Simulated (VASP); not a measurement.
A run of VASP 6.6.1 is set up as follows.

INCAR

```
SYSTEM = SiC20
PREC     = Accurate       ! precision mode
ENCUT    = 520            ! plane-wave cutoff, eV
EDIFF    = 1E-6           ! SCF threshold, eV
ISMEAR   = 0              ! smearing method
SIGMA    = 0.1            ! smearing width, eV
LREAL    = Auto         
LASPH    = .True.         ! aspherical terms in the spheres
NELM     = 60             ! most SCF steps
ALGO     = Normal         ! electronic algorithm
ISIF     = 2              ! what is computed and relaxed
LWAVE    = .False.        ! write WAVECAR
LCHARG   = .False.        ! write CHGCAR
LDIPOL   = .True.       
IDIPOL   = 3            
DIPOL    = 0.5 0.5 0.322
NBANDS   = 58             ! bands
```

KPOINTS

```
regular mesh
0
Gamma
  6 4 1
  0 0 0
```

POSCAR

```
SiC20
1.0
    4.8886397374      0.0000000000      0.0000000000
    0.0000000000      6.7320639185      0.0000000000
    0.0000000000      0.0000000000     19.8779297502
C Si
20 1
Direct
    0.1873445658      0.7499862731      0.2012281988
    0.6873445658      0.7499862731      0.2012281988
    0.3122616418      0.2500137269      0.2189744258
    0.8122616418      0.2500137269      0.2189744258
    0.0622461176      0.2500137269      0.2544882356
    0.5622461176      0.2500137269      0.2544882356
    0.1871631936      0.7499862731      0.2722344626
    0.6871631936      0.7499862731      0.2722344626
    0.4371476695      0.7499862731      0.3077482725
    0.9371476696      0.7499862731      0.3077482725
    0.0327331600      0.2593588811      0.3267972099
    0.5327331600      0.2593588811      0.3267972099
    0.2778387656      0.2880713332      0.3614247234
    0.7778387656      0.2880713332      0.3614247234
    0.4611295625      0.6809589459      0.3746072660
    0.9611295625      0.6809589459      0.3746072660
    0.2151187046      0.6005973959      0.3990088605
    0.7151187046      0.6005973959      0.3990088605
    0.2458331930      0.4038298762      0.4214689284
    0.7458331930      0.4038298762      0.4214689284
    0.2458331930      0.6538298762      0.4920496031
```

Potentials or basis: VASP PAW LDA potentials, release 64 (C, Si).

Run with:

```bash
$ cat potpaw_LDA.64/C/POTCAR potpaw_LDA.64/Si/POTCAR > POTCAR
$ mpirun -np 1 vasp_std > vasp.out
```

Q: Predict the band gap on the k mesh.

A: Zero (bands 42 and 43 overlap by 0.19 eV).

Q: What does it give for the largest force?

A: 3.340 eV/Å.

Forces in eV/Å, atoms in the order of the input:
```
C    0.068  0.084  1.702
C    0.135 -0.149  1.446
C   -0.109  0.046  2.027
C   -0.250 -0.016  1.931
C   -1.052 -0.392 -2.204
C   -1.175 -0.469 -1.874
C    0.200  0.801 -2.582
C   -0.014  1.274 -2.182
C    1.342 -0.463  0.614
C    0.755 -0.797  1.231
C    0.204  0.090  0.174
C   -0.226  0.032  0.093
C    0.299 -0.690 -0.268
C    0.078 -0.204  0.234
C    0.926  0.062 -1.409
C   -0.944  0.250 -2.069
C   -1.224  2.880  1.168
C   -0.273  1.110  0.290
C    0.064 -1.114  1.668
C    0.723 -0.545 -0.005
Si   0.473 -1.793  0.016
```
